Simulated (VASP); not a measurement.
BaTiO3, 5 atoms in the cell. Symmetry: Amm2, No. 38, orthorhombic system. The conventional cell has a = 3.984 Å, b = 5.674 Å, c = 5.692 Å, α = 90.00°, β = 90.00°, γ = 90.00°. Ba (site symmetry mm2) has 12 O at 2.80 to 2.89 Å and 8 Ti at 3.44 to 3.51 Å within 3.7 Å. Within 2.6 Å of Ti (site symmetry mm2) lie 6 O at 1.95 to 2.07 Å. Within 2.6 Å of O (site symmetry mm2) lie 2 Ti at 1.99 Å. O (site symmetry m) has 2 Ti at 1.95 to 2.07 Å within 2.6 Å. 

```yaml
Program: VASP 6.6.1
Task: electric field gradients
Functional: PBE
Potentials_or_basis: VASP PAW PBE potentials, release 64 (Ba_sv, Ti_sv, O)
Cutoff: 520 eV
k_mesh: 7 × 7 × 7
Occupations: fermi-dirac, width 0.08 eV
Spin: no spin polarisation
Dipole_correction: no
Further_INCAR_settings: ALGO = Normal; EDIFF = 1e-08; NBANDS = 28
```

Potentials or basis: VASP PAW PBE potentials, release 64 (Ba_sv, Ti_sv, O).

Run with:

```sh
$ cat potpaw_PBE.64/Ba_sv/POTCAR potpaw_PBE.64/Ti_sv/POTCAR potpaw_PBE.64/O/POTCAR > POTCAR
$ mpirun -np 1 vasp_std > vasp.out
```

Hardware: 1 thread of Intel(R) Xeon(R) Platinum 8259CL CPU @ 2.50GHz (Skylake/Cascade Lake), on a shared host.

**Question.** How long does it take, and how much memory?

**Answer.** Wall time 120 s on 1 thread of Intel(R) Xeon(R) Platinum 8259CL CPU @ 2.50GHz (Skylake/Cascade Lake) (shared host), peak memory 0.25 GiB. Counts: scf iterations 19, k points 64.
